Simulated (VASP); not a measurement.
# LiCl in VASP: a series of runs, part 2 of 2

VASP 6.6.1. Earlier steps stand in the parts before.

### Step 3. Single point, r2SCAN (strain along [111] -5.0%)

The input, POSCAR:

```
LiCl
1.0
   -0.0852012331      2.4708357595      2.4708357595
    2.4708357595     -0.0852012331      2.4708357595
    2.4708357595      2.4708357595     -0.0852012331
Li Cl
1 1
Direct
    0.0000000000      0.0000000000      0.0000000000
    0.5000000000      0.5000000000      0.5000000000
```

The input, INCAR.step1:

```
PREC     = Accurate       # precision mode
ENCUT    = 520            # plane-wave cutoff, eV
ISMEAR   = 0              # smearing method
SIGMA    = 0.01           # smearing width, eV
LREAL    = F              # projectors in reciprocal space
LASPH    = T              # aspherical terms in the spheres
NELM     = 80             # most SCF steps
NBANDS   = 12             # bands
GGA      = PE             # functional
ALGO     = Normal         # electronic algorithm
EDIFF    = 1E-4           # SCF threshold, eV
LWAVE    = T              # write WAVECAR
LCHARG   = F              # write CHGCAR
```

The input, INCAR.step2:

```
PREC     = Accurate       # precision mode
ENCUT    = 520            # plane-wave cutoff, eV
EDIFF    = 1E-7           # SCF threshold, eV
ISMEAR   = 0              # smearing method
SIGMA    = 0.01           # smearing width, eV
LREAL    = F              # projectors in reciprocal space
LASPH    = T              # aspherical terms in the spheres
NELM     = 80             # most SCF steps
ALGO     = Normal         # electronic algorithm
ISIF     = 2              # what is computed and relaxed
LWAVE    = F              # write WAVECAR
LCHARG   = F              # write CHGCAR
METAGGA  = R2SCAN         # meta-GGA
LMIXTAU  = T            
NBANDS   = 12             # bands
ISTART   = 1
```

The input, KPOINTS:

```
Automatic mesh
0
Gamma
  8 8 8
```

Potentials or basis: VASP PAW PBE potentials, release 64 (Li_sv, Cl).

On the command line:

```
$ cat potpaw_PBE.64/Li_sv/POTCAR potpaw_PBE.64/Cl/POTCAR > POTCAR
$ cp INCAR.step1 INCAR
$ mpirun -np 1 vasp_std > vasp.out
$ cp INCAR.step2 INCAR
$ mpirun -np 1 vasp_std > vasp.out
```

OUTCAR:

```text
PREC = Accurate
   ENCUT = 520
   EDIFF = 1E-7
   ISMEAR = 0
   LREAL = F
   LASPH = T
   NELM = 80
   ISIF = 2
   METAGGA = R2SCAN
   ISTART = 1

 ion  position               nearest neighbor table
   1  0.000  0.000  0.000-   2 2.51   2 2.51   2 2.51   2 2.51   2 2.51   2 2.51
   2  0.500  0.500  0.500-   1 2.51   1 2.51   1 2.51   1 2.51   1 2.51   1 2.51

  LATTYP: Found a trigonal (rhomboedric) cell.
 ALAT       =     3.4953280177
 COS(alpha) =     0.4652406417

  Lattice vectors:

 A1 = (  -0.0852012331,   2.4708357595,   2.4708357595)
 A2 = (   2.4708357595,  -0.0852012331,   2.4708357595)
 A3 = (   2.4708357595,   2.4708357595,  -0.0852012331)

Analysis of symmetry for initial positions (statically):
=====================================================================
 Subroutine PRICEL returns:
 Original cell was already a primitive cell.

 Routine SETGRP: Setting up the symmetry group for a
 trigonal (rhombohedral) supercell.

 Subroutine GETGRP returns: Found 12 space group operations
 (whereof 12 operations were pure point group operations)
 out of a pool of 12 trial point group operations.

The static configuration has the point symmetry D_3d.

Analysis of symmetry for dynamics (positions and initial velocities):
=====================================================================
 Subroutine PRICEL returns:
 Original cell was already a primitive cell.

 Routine SETGRP: Setting up the symmetry group for a
 trigonal (rhombohedral) supercell.

 Subroutine GETGRP returns: Found 12 space group operations
 (whereof 12 operations were pure point group operations)
 out of a pool of 12 trial point group operations.

The dynamic configuration has the point symmetry D_3d.

 Subroutine INISYM returns: Found 12 space group operations
 (whereof 12 operations are pure point group operations),
 and found     1 'primitive' translations

[... 122 lines left out ...]
   IVDW    =     0    specifies the selected vdW correction
   LEPSILON=     F    determine dielectric tensor
   LRPA    =     F    only Hartree local field effects (RPA)
 non-spin polarized calculation
 Gauss-broadening in eV      SIGMA  =   0.01
  energy-cutoff  :      520.00
  volume of cell :       31.73
 maximum number of plane-waves:       872
 NGX is ok and might be reduce to    28
   NGX = 13   NGY = 13   NGZ = 13

 number of electron       9.9999998 magnetization

 Free energy of the ion-electron system (eV)
  ---------------------------------------------------
  ext. energy  EPLUGINS =         0.00000000
  ---------------------------------------------------
  free energy    TOTEN  =       -12.57262812 eV

  energy without entropy =      -12.57262812  energy(sigma->0) =      -12.57262812

 E-fermi :   1.0476     XC(G=0):  -9.4496

 val. band max:        0.8975371847   @ k =   0.0000   0.0000   0.0000
 cond. band min:       7.9977137192   @ k =   0.5000   0.5000   0.5000
 fundamental gap:      7.1001765345
 Fermi energy:         1.0475796022

 k-point     1 :       0.0000    0.0000    0.0000
  band No.  band energies     occupation
      1     -44.0692      2.00000
      2     -13.5378      2.00000
      3       0.5737      2.00000
      4       0.5737      2.00000
      5       0.8975      2.00000
      6       8.3714      0.00000
      7      13.0900      0.00000
      8      13.0900      0.00000
      9      14.0291      0.00000
     10      16.2427      0.00000
     11      16.2427      0.00000
     12      16.8887      0.00000
[... 331 lines left out ...]
 k-point    24 :       0.3750    0.1250    0.1250
  band No.  band energies     occupation
      1     -44.0665      2.00000
      2     -13.0682      2.00000
      3      -1.4705      2.00000
      4       0.0663      2.00000
      5       0.4875      2.00000
      6       9.4066      0.00000
      7      11.6720      0.00000
      8      11.9696      0.00000
      9      12.9461      0.00000
     10      14.9466      0.00000
     11      18.1464      0.00000
     12      18.8618      0.00000

 [... further k-points ...]

------------------------ aborting loop because EDIFF is reached ----------------------------------------

  FORCE on cell =-STRESS in cart. coord.  units (eV):
  Direction    XX          YY          ZZ          XY          YZ          ZX
  --------------------------------------------------------------------------------------
  -------------------------------------------------------------------------------------
  Total        0.3043992      0.3043992      0.3043992      0.1811021      0.1811021      0.1811021
  in kB       15.3708923     15.3708923     15.3708923      9.1449037      9.1449037      9.1449037
  external PRESSURE =      15.3708923 kB  Pullay stress =       0.0000000 kB

 VOLUME and BASIS-vectors are now :
 -----------------------------------------------------------------------------
  energy-cutoff  :      520.00
  volume of cell :       31.73
      direct lattice vectors                 reciprocal lattice vectors
    -0.085201233  2.470835759  2.470835759    -0.192183474  0.199047170  0.199047170
     2.470835759 -0.085201233  2.470835759     0.199047170 -0.192183474  0.199047170
     2.470835759  2.470835759 -0.085201233     0.199047170  0.199047170 -0.192183474

 POSITION                                       TOTAL-FORCE (eV/Angst)
 -----------------------------------------------------------------------------------
      0.00000      0.00000      0.00000         0.000000     -0.000000     -0.000000
      2.42824      2.42824      2.42824        -0.000000      0.000000      0.000000
 -----------------------------------------------------------------------------------
    total drift:                                0.000000      0.000000      0.000000

  FREE ENERGIE OF THE ION-ELECTRON SYSTEM (eV)
  ---------------------------------------------------
  free  energy   TOTEN  =       -12.5726281163 eV

  energy  without entropy=      -12.5726281163  energy(sigma->0) =      -12.57262812
```

OSZICAR.step1:

```text
N       E                     dE             d eps       ncg     rms          rms(c)
DAV:   1     0.393226255622E+02    0.39323E+02   -0.41506E+03  1560   0.771E+02
DAV:   2    -0.520855025862E+01   -0.44531E+02   -0.42673E+02  2008   0.143E+02
DAV:   3    -0.737200448534E+01   -0.21635E+01   -0.21568E+01  2088   0.322E+01
DAV:   4    -0.741777438687E+01   -0.45770E-01   -0.45751E-01  2120   0.475E+00
DAV:   5    -0.741838886492E+01   -0.61448E-03   -0.61447E-03  2120   0.496E-01    0.248E+00
DAV:   6    -0.735331555585E+01    0.65073E-01   -0.13555E-01  1912   0.175E+00    0.177E+00
DAV:   7    -0.735417069450E+01   -0.85514E-03   -0.47564E-02  2308   0.116E+00    0.940E-01
DAV:   8    -0.735767395032E+01   -0.35033E-02   -0.57671E-03  1844   0.522E-01    0.154E-01
DAV:   9    -0.735763576846E+01    0.38182E-04   -0.16915E-04  1940   0.902E-02
   1 F= -.73576358E+01 E0= -.73576358E+01  d E =-.649699E-24
```

It took 51 s on 1 thread of Intel Xeon 6975P-C (Granite Rapids), shared host; peak memory 0.16 GiB.

Results:

| Item | Value |
| --- | --- |
| Free energy | -12.5726 eV |
| Band gap on the k mesh | 7.10 eV, indirect (least direct gap 7.47 eV) |

Caveat: the cell differs from its parent crystal (strain along [111] -5.0%); the cutoff is under 1.25 times the usual one of these potentials, so pressure, stress and relaxed cells hold a basis-set (Pulay) error; the PAW data sets were made with another functional, which shifts forces and pressure a little.
